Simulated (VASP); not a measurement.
Here is a VASP 6.6.1 calculation.

Contents of POSCAR:

```
Nb
1.0
    4.8781457841      0.0000000000      0.0000000000
   -2.4390728921      4.2245981724      0.0000000000
    0.0000000000      0.0000000000      2.6755988071
Nb
3
Direct
    1.0000000000      0.0000000000      1.0000000000
    0.3333333333      0.6666666667      0.5000000000
    0.6666666667      0.3333333333      0.5000000000
```

Contents of INCAR.step1:

```
PREC = Accurate
ENCUT = 520
ISMEAR = -1
SIGMA = 0.1
LREAL = F
LASPH = T
NELM = 60
NBANDS = 26
GGA = PE
ALGO = Normal
EDIFF = 1E-4
LWAVE = T
LCHARG = F
```

INCAR.step2

```
PREC = Accurate
ENCUT = 520
EDIFF = 1E-6
ISMEAR = -1
SIGMA = 0.1
LREAL = F
LASPH = T
NELM = 60
ALGO = Normal
ISIF = 2
LWAVE = F
LCHARG = F
METAGGA = R2SCAN
LMIXTAU = T
NBANDS = 26
ISTART = 1
```

File KPOINTS:

```
regular mesh
0
Gamma
  9 9 13
```

Potentials or basis: VASP PAW PBE potentials, release 64 (Nb_sv).

Launch:

```sh
$ cat potpaw_PBE.64/Nb_sv/POTCAR > POTCAR
$ cp INCAR.step1 INCAR
$ mpirun -np 1 vasp_std > vasp.out
$ cp INCAR.step2 INCAR
$ mpirun -np 1 vasp_std > vasp.out
```

**Question.** Estimate the band gap on the k mesh.

**Answer.** Zero (an odd number of electrons rules out a gap without spin polarisation).

**Question.** What does it give for the pressure?

**Answer.** -0.1 GPa.

Stress tensor (GPa, compression positive):
```
 0.31  0.00  0.00
 0.00  0.31  0.00
 0.00  0.00 -1.02
```

Caveat: the PAW data sets were made with another functional, which shifts forces and pressure a little.
